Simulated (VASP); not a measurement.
# Sr (Fm-3m) in VASP: relaxation of cell and atoms with r2SCAN

Aim: the relaxation of cell and atoms of Sr with r2SCAN.

All numbers are computed with VASP 6.6.1; they aren't measurements. Logs are shortened: lines on timing, memory, paths and dates and some standing lists are left out, and cuts for length are marked.

### 1 The cell of the first run

It takes space group Fm-3m (No. 225, cubic). The conventional cell has a = 6.101 Å, b = 6.101 Å, c = 6.101 Å, α = 90.00°, β = 90.00°, γ = 90.00°. Within 5.7 Å of Sr (site symmetry m-3m) lie 12 Sr at 4.31 Å.

### 2 Relaxation of cell and atoms, r2SCAN

File POSCAR:

```
Sr
1.0
    0.0000000000      3.0502628585      3.0502628585
    3.0502628585      0.0000000000      3.0502628585
    3.0502628585      3.0502628585      0.0000000000
Sr
1
Direct
    0.0000000000      0.0000000000      0.0000000000
```

File INCAR.step1:

```
PREC = Accurate
ENCUT = 600
ISMEAR = -1
SIGMA = 0.15
LREAL = F
LASPH = T
NELM = 100
GGA = PE
ALGO = Normal
EDIFF = 1E-4
LWAVE = T
LCHARG = F
```

File INCAR.step2:

```
PREC = Accurate
ENCUT = 600
EDIFF = 1E-6
ISMEAR = -1
SIGMA = 0.15
LREAL = F
LASPH = T
NELM = 100
ALGO = Normal
ISIF = 3
LWAVE = F
LCHARG = F
METAGGA = R2SCAN
LMIXTAU = T
IBRION = 2
NSW = 80
EDIFFG = -0.001
ISTART = 1
```

File KPOINTS:

```
Automatic mesh
0
Gamma
  16 16 16
```

Potentials or basis: VASP PAW PBE potentials, release 64 (Sr_sv).

Launch:

```bash
$ cat potpaw_PBE.64/Sr_sv/POTCAR > POTCAR
$ cp INCAR.step1 INCAR
$ mpirun -np 1 vasp_std > vasp.out
$ cp INCAR.step2 INCAR
$ mpirun -np 1 vasp_std > vasp.out
```

OUTCAR:

```text
PREC = Accurate
   ENCUT = 600
   EDIFF = 1E-6
   ISMEAR = -1
   LREAL = F
   LASPH = T
   NELM = 100
   ISIF = 3
   METAGGA = R2SCAN
   IBRION = 2
   NSW = 80
   EDIFFG = -0.001
   ISTART = 1

 ion  position               nearest neighbor table
   1  0.000  0.000  0.000-

  LATTYP: Found a face centered cubic cell.
 ALAT       =     6.1005257170

  Lattice vectors:

 A1 = (   0.0000000000,   3.0502628585,   3.0502628585)
 A2 = (   3.0502628585,   0.0000000000,   3.0502628585)
 A3 = (   3.0502628585,   3.0502628585,   0.0000000000)

Analysis of symmetry for initial positions (statically):
=====================================================================
 Subroutine PRICEL returns:
 Original cell was already a primitive cell.

 Routine SETGRP: Setting up the symmetry group for a
 face centered cubic supercell.

 Subroutine GETGRP returns: Found 48 space group operations
 (whereof 48 operations were pure point group operations)
 out of a pool of 48 trial point group operations.

The static configuration has the point symmetry O_h .

Analysis of symmetry for dynamics (positions and initial velocities):
=====================================================================
 Subroutine PRICEL returns:
 Original cell was already a primitive cell.

 Routine SETGRP: Setting up the symmetry group for a
 face centered cubic supercell.

 Subroutine GETGRP returns: Found 48 space group operations
 (whereof 48 operations were pure point group operations)
 out of a pool of 48 trial point group operations.

The dynamic configuration has the point symmetry O_h .

 Subroutine INISYM returns: Found 48 space group operations
 (whereof 48 operations are pure point group operations),
 and found     1 'primitive' translations

----------------------------------------------------------------------------------------

                                     Primitive cell

  volume of cell :      56.7599

  direct lattice vectors                    reciprocal lattice vectors
     0.000000000  3.050262859  3.050262859    -0.163920299  0.163920299  0.163920299
     3.050262859  0.000000000  3.050262859     0.163920299 -0.163920299  0.163920299
     3.050262859  3.050262859  0.000000000     0.163920299  0.163920299 -0.163920299

  length of vectors
     4.313723103  4.313723103  4.313723103     0.283918286  0.283918286  0.283918286

  position of ions in fractional coordinates (direct lattice)
     0.000000000  0.000000000  0.000000000

  ion indices of the primitive-cell ions
   primitive index   ion index
                 1           1

----------------------------------------------------------------------------------------

 KPOINTS: Automatic mesh

Automatic generation of k-mesh.
 Grid dimensions read from file:
 generate k-points for:   16   16   16

 Generating k-lattice:

  Cartesian coordinates                     Fractional coordinates (reciprocal lattice)
    -0.010245019  0.010245019  0.010245019     0.062500000  0.000000000  0.000000000
     0.010245019 -0.010245019  0.010245019     0.000000000  0.062500000  0.000000000
     0.010245019  0.010245019 -0.010245019     0.000000000  0.000000000  0.062500000

  Length of vectors
     0.017744893  0.017744893  0.017744893

  Shift w.r.t. Gamma in fractional coordinates (k-lattice)
     0.000000000  0.000000000  0.000000000

 Subroutine IBZKPT returns following result:
 ===========================================

 Found    145 irreducible k-points:

 Following reciprocal coordinates:
            Coordinates               Weight
  0.000000  0.000000  0.000000      1.000000
  0.062500  0.000000  0.000000      8.000000
  0.125000  0.000000  0.000000      8.000000
  0.187500  0.000000  0.000000      8.000000
  0.250000  0.000000  0.000000      8.000000
  0.312500  0.000000  0.000000      8.000000
[... 16 lines left out ...]
 -0.125000  0.062500  0.000000     24.000000
 -0.062500  0.062500  0.000000     12.000000
 [... further k-points ...]
   k-points           NKPTS =    145   k-points in BZ     NKDIM =    145   number of bands    NBANDS=      9
   number of dos      NEDOS =    301   number of ions     NIONS =      1
   total plane-waves  NPLWV =  46656
   dimension x,y,z NGX =    36 NGY =   36 NGZ =   36
   dimension x,y,z NGXF=    72 NGYF=   72 NGZF=   72
   ions per type =               1
   NGX,Y,Z   is equivalent  to a cutoff of  13.87, 13.87, 13.87 a.u.
   NGXF,Y,Z  is equivalent  to a cutoff of  27.75, 27.75, 27.75 a.u.
 SYSTEM =  unknown system
   PREC   = accura    normal or accurate (medium, high low for compatibility)
   ISTART =      1    job   : 0-new  1-cont  2-samecut
   ICHARG =      0    charge: 1-file 2-atom 10-const
   ISPIN  =      1    spin polarized calculation?
   LNONCOLLINEAR =      F non collinear calculations
   LSORBIT =      F    spin-orbit coupling
   LASPH  =      T    aspherical Exc in radial PAW
   ENCUT  =  600.0 eV  44.10 Ry    6.64 a.u.   8.62  8.62  8.62*2*pi/ulx,y,z
   NELM   =    100;   NELMIN=  2; NELMDL=  0     # of ELM steps
   EDIFF  = 0.1E-05   stopping-criterion for ELM
   LREAL  =      F    real-space projection
   EDIFFG = -.1E-02   stopping-criterion for IOM
   NSW    =     80    number of steps for IOM
   IBRION =      2    ionic relax: 0-MD 1-quasi-New 2-CG
   NFREE  =      1    steps in history (QN), initial steepest desc. (CG)
   ISIF   =      3    stress and relaxation
   ISYM   =      2    0-nonsym 1-usesym 2-fastsym
   POTIM  = 0.5000    time-step for ionic-motion
   TEBEG  =    0.0;   TEEND  =   0.0 temperature during run
   PSTRESS=    0.0 pullay stress
   NELECT =      10.0000    total number of electrons
   NUPDOWN=      -1.0000    fix difference up-down
   EMIN   =  10.00;   EMAX   =-10.00  energy-range for DOS
   EFERMI =   0.00;   METHOD = LEGACY
   ISMEAR =    -1;   SIGMA  =   0.15  broadening in eV -4-tet -1-fermi 0-gaus
   EFERMI_NEDOS =   21; number of points for ismear=-14 and -15
   IALGO  =     38    algorithm
   IMIX   =      4    mixing-type and parameters
     AMIX     =   0.40;   BMIX     =  1.00
     AMIX_MAG =   1.60;   BMIX_MAG =  1.00
  volume/ion in A,a.u.               =      56.76       383.03
  Fermi-wavevector in a.u.,A,eV,Ry     =   0.917757  1.734309 11.459879  0.842277
  Thomas-Fermi vector in A             =   2.042762
   LORBIT       =      0    0 simple, 1 ext, 2 COOP (PROOUT), +10 PAW based schemes
   METAGGA = R2SCAN    functional components
   LHFCALC =     F    Hartree Fock is set to
   AEXX    =    0.0000 exact exchange contribution
   IVDW    =     0    specifies the selected vdW correction
   LEPSILON=     F    determine dielectric tensor
   LRPA    =     F    only Hartree local field effects (RPA)
 conjugate gradient relaxation of ions
 non-spin polarized calculation
  energy-cutoff  :      600.00
  volume of cell :       56.76
 maximum number of plane-waves:      1924
   NGX = 17   NGY = 17   NGZ = 17

--------------------------------------- Ionic step        1  -------------------------------------------

 number of electron      10.0000000 magnetization

 Free energy of the ion-electron system (eV)
  ---------------------------------------------------
  ext. energy  EPLUGINS =         0.00000000
  ---------------------------------------------------
  free energy    TOTEN  =       -15.14629320 eV

  energy without entropy =      -15.05559289  energy(sigma->0) =      -15.10094304

------------------------ aborting loop because EDIFF is reached ----------------------------------------

  FORCE on cell =-STRESS in cart. coord.  units (eV):
  Direction    XX          YY          ZZ          XY          YZ          ZX
  --------------------------------------------------------------------------------------
  -------------------------------------------------------------------------------------
  Total        0.0249680      0.0249680      0.0249680      0.0000000      0.0000000      0.0000000
  in kB        0.7047778      0.7047778      0.7047778      0.0000000      0.0000000      0.0000000
  external PRESSURE =       0.7047778 kB  Pullay stress =       0.0000000 kB
[... 125 lines left out ...]
  energy  without entropy=      -15.0555159758  energy(sigma->0) =      -15.10093657

--------------------------------------- Ionic step        5  -------------------------------------------

 number of electron      10.0000000 magnetization

 Free energy of the ion-electron system (eV)
  ---------------------------------------------------
  ext. energy  EPLUGINS =         0.00000000
  ---------------------------------------------------
  free energy    TOTEN  =       -15.14635609 eV

  energy without entropy =      -15.05547591  energy(sigma->0) =      -15.10091600

 E-fermi :   1.4456     XC(G=0):  -7.6727

 val. band max:        1.4422820787   @ k =  -0.4375   0.1250   0.0000
 cond. band min:       1.4480961719   @ k =  -0.4375   0.1875   0.0625
 fundamental gap:      0.0058140932
 Fermi energy:         1.4456176460

 k-point     1 :       0.0000    0.0000    0.0000
  band No.  band energies     occupation
      1     -36.6116      2.00000
      2     -17.8761      2.00000
      3     -17.8761      2.00000
      4     -17.8761      2.00000
      5      -2.3013      2.00000
      6       4.1384      0.00000
      7       4.1384      0.00000
      8       4.1384      0.00000
      9       5.6350      0.00000
[... 265 lines left out ...]
 k-point    24 :      -0.0625    0.0625    0.0000
  band No.  band energies     occupation
      1     -36.6103      2.00000
      2     -17.8930      2.00000
      3     -17.8812      2.00000
      4     -17.8774      2.00000
      5      -2.1311      2.00000
      6       3.8625      0.00000
      7       4.1961      0.00000
      8       4.2282      0.00000
      9       5.4337      0.00000

 [... further k-points ...]

------------------------ aborting loop because EDIFF is reached ----------------------------------------

  FORCE on cell =-STRESS in cart. coord.  units (eV):
  Direction    XX          YY          ZZ          XY          YZ          ZX
  --------------------------------------------------------------------------------------
  -------------------------------------------------------------------------------------
  Total        0.0001605      0.0001605      0.0001605      0.0000000      0.0000000      0.0000000
  in kB        0.0045041      0.0045041      0.0045041      0.0000000      0.0000000      0.0000000
  external PRESSURE =       0.0045041 kB  Pullay stress =       0.0000000 kB
[... 16 lines left out ...]
  FREE ENERGIE OF THE ION-ELECTRON SYSTEM (eV)
  ---------------------------------------------------
  free  energy   TOTEN  =       -15.1463560893 eV

  energy  without entropy=      -15.0554759121  energy(sigma->0) =      -15.10091600

 reached required accuracy - stopping structural energy minimisation
```

Wall time 29 min (1 thread of Oxide Virtual Turin-like, shared host); peak memory 0.26 GiB.

Results:

```yaml
Free_energy: -15.1464 eV
Relaxed_volume: 57.11 Å³/atom
Relaxed_cell: a = 4.323 Å, b = 4.323 Å, c = 4.323 Å, α = 60.00°, β = 60.00°, γ = 60.00°
Space_group_after_relaxing_to_0.05_Å: Fm-3m (No. 225)
Energy_gained_by_relaxing: 0.1 meV/atom
Ionic_steps: 5
Pressure_after_relaxing: 0.0 GPa
Band_gap_on_the_k_mesh: zero (band 5 reaches 1.60 eV, above the bottom of band 6 at 1.40 eV)
```

Final structure:
```
Sr
1.0
     0.00000    3.05648    3.05648
     3.05648    0.00000    3.05648
     3.05648    3.05648    0.00000
Sr
1
Direct
  0.00000 0.00000 0.00000
```

Levels at points of the mesh, in eV from the Fermi level:
```tsv
k point	band 1	band 2	band 3	band 4	band 5	band 6	band 7	band 8	band 9
(0.00, 0.00, 0.00)	-38.06	-19.32	-19.32	-19.32	-3.75	2.69	2.69	2.69	4.19
(0.50, 0.00, 0.00)	-38.04	-19.50	-19.35	-19.35	-1.01	-0.05	2.51	2.51	5.23
(0.50, 0.50, 0.00)	-38.04	-19.49	-19.39	-19.39	-0.53	0.55	1.00	5.23	5.53
```

Caveat: the PAW data sets were made with another functional, which shifts forces and pressure a little.
